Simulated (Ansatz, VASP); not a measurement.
One calculation of Ni, two programs

```xyz
1
Lattice="0.0000 1.7326 1.7679 1.7326 0.0000 1.7679 1.7326 1.7326 0.0000" Properties=species:S:1:pos:R:3 pbc="T T T"
Ni    0.0000    0.0000    0.0000
```

Change from the starting cell: equal xx and yy strain of -2 %, crystal datasets.

Alike in both runs: task electric field gradients; functional PBE; k mesh 20 × 20 × 20; occupations fermi-dirac, width 0.05 eV; collinear spin.

|  | VASP | Ansatz |
| --- | --- | --- |
| version | VASP 6.6.1 | Ansatz 0.2.0 |
| potentials or method | VASP PAW PBE potentials, release 64 (Ni), cutoff 520 eV | all-electron PAW with datasets made for the crystal, scalar-relativistic |

|  | VASP | Ansatz | Ansatz less VASP |
| --- | --- | --- | --- |
| pressure (GPa) | 5.4 | 5.5 | +0.10 |
| traceless stress, the component that is largest in VASP (GPa) | -1.78 | -1.85 | -0.079 |
| net moment per atom (μB) | 0.62 | 0.63 | +0.009 |
| size of the moment on the site where the two differ most (μB) | 0.63 | 0.67 | +0.038 |
| size of Vzz on the site where it differs most (V/Å²) | 1.7 | 1.4 | -0.29 |

Site moments also hang on the region over which each program counts them. Ansatz ran all-electron here, and VASP with PAW potentials. Ansatz's warnings: printed levels off.
